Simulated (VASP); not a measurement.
The system is CdF2.

```
Cd F
1.0
     0.00000    2.68258    2.68258
     2.68258    0.00000    2.68258
     2.68258    2.68258    0.00000
Cd F
1 2
Direct
  0.00000 0.00000 0.00000
  0.25000 0.25000 0.25000
  0.75000 0.75000 0.75000
```

Program: VASP 6.6.1. Alike in all runs: task single point; potentials or basis VASP PAW PBE potentials, release 64 (Cd, F); no spin polarisation; cell as given; cutoff (eV) 520; smearing gaussian 0.01 eV.

Task: Order these runs on this cell by their pressure, lowest first.
A. level r2SCAN; k mesh 6 × 6 × 6
B. level HSE06; k mesh 4 × 4 × 4; grid for exact exchange (PRECFOCK) Normal; share of exact exchange 0.25; screening parameter 0.2079 1/Å
C. level HF; k mesh 4 × 4 × 4; grid for exact exchange (PRECFOCK) Normal; share of exact exchange 1
D. level PBE-based global hybrid with 75 % exact exchange; k mesh 4 × 4 × 4; grid for exact exchange (PRECFOCK) Normal; share of exact exchange 0.75

Result: D (-2.6 GPa), A (2.6 GPa), B (4.2 GPa), C (6.4 GPa).

Caveats: some runs use coarse meshes; the PAW data sets were made with another functional, which shifts forces and pressure a little.
